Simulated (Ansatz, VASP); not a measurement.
**One calculation of Be3Te2Se, two programs**

```xyz
6
Lattice="2.8504 -4.5193 0.5091 2.8504 4.5193 0.5091 -0.9270 0.0000 5.1216" Properties=species:S:1:pos:R:3 pbc="T T T"
Be    2.8504    2.4335    0.5091
Be    2.8504   -2.4335    0.5091
Be    0.0000    0.0000    0.0000
Te   -0.4635    0.0000    2.5608
Te    2.8504    0.0000    0.5091
Se    2.3869    0.0000    3.0699
```

Alike in both runs: functional PBE; k mesh 2 × 2 × 3; occupations gaussian, width 0.15 eV; no spin polarisation.

Ansatz relaxed the structure, and its values are those at the end. VASP's run is a single point on that final structure, the one shown.

|  | VASP | Ansatz |
| --- | --- | --- |
| version | VASP 6.6.1 | Ansatz 0.2.0 |
| potentials or method | VASP PAW PBE potentials, release 64 (Be, Te, Se), cutoff 600 eV | scalar-relativistic, plane waves, PAW |
| valence electrons in the cell | 24 | 54 |

Ansatz gave:

- gap on the k mesh at the Fermi level (eV): none
- pressure (GPa): 0.1
- rms of the force components (eV/Å): 0.002

Task: What did VASP give for the same quantities?

Result: gap on the k mesh at the Fermi level (eV): none; pressure (GPa): 0.1; rms of the force components (eV/Å): 0.005.

A gap of «none» marks a metal or a gap that the smearing closes. VASP's potentials hold 24 valence electrons a cell and Ansatz's 54, so a difference there can come from the potentials and not from the codes.

The k mesh is coarse, so the values compare programs but aren't converged. Neither program's run includes spin-orbit coupling.
